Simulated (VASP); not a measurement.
The system is Hf.

```
Hf
1.0
    -1.80500    1.80500    1.80500
     1.80500   -1.80500    1.80500
     1.80500    1.80500   -1.80500
Hf
1
Direct
  0.00000 0.00000 0.00000
```

- Program: VASP 6.6.1
- Task: relaxation of cell and atoms
- Functional: PBEsol
- Potentials or basis: VASP PAW PBE potentials, release 64 (Hf_pv)
- Cutoff: 600 eV
- k mesh: 10 × 10 × 10
- Occupations: fermi-dirac, width 0.05 eV
- Spin: no spin polarisation

At the start: pressure -9.0 GPa; volume 23.52 Å³/atom.

Task: How do energy, volume and symmetry change on relaxing?

Result: Over 6 steps the energy falls by 70.8 meV/atom and the volume is 21.25 Å³/atom (-9.6 %); space group Im-3m (No. 229, to 0.05 Å).

The path:
```csv
step,energy change (eV),largest force (eV/Å),pressure (GPa),volume (Å³)
1,0.0000,0.0000,-9.03,23.52
2,-0.0027,0.0000,11.68,19.29
3,-0.0708,0.0000,-0.18,21.27
4,-0.0708,0.0000,0.13,21.23
5,-0.0708,0.0000,-0.12,21.28
6,-0.0708,0.0000,-0.03,21.25
```

Final structure:
```cif
data_structure
_symmetry_space_group_name_H-M 'P 1'
_symmetry_Int_Tables_number 1
_cell_length_a 3.0224
_cell_length_b 3.0224
_cell_length_c 3.0224
_cell_angle_alpha 109.471
_cell_angle_beta 109.471
_cell_angle_gamma 109.471
_cell_volume 21.25
loop_
_atom_site_label
_atom_site_type_symbol
_atom_site_fract_x
_atom_site_fract_y
_atom_site_fract_z
_atom_site_occupancy
Hf1 Hf 0.00000 0.00000 0.00000 1
```

Caveat: the PAW data sets were made with another functional, which shifts forces and pressure a little.
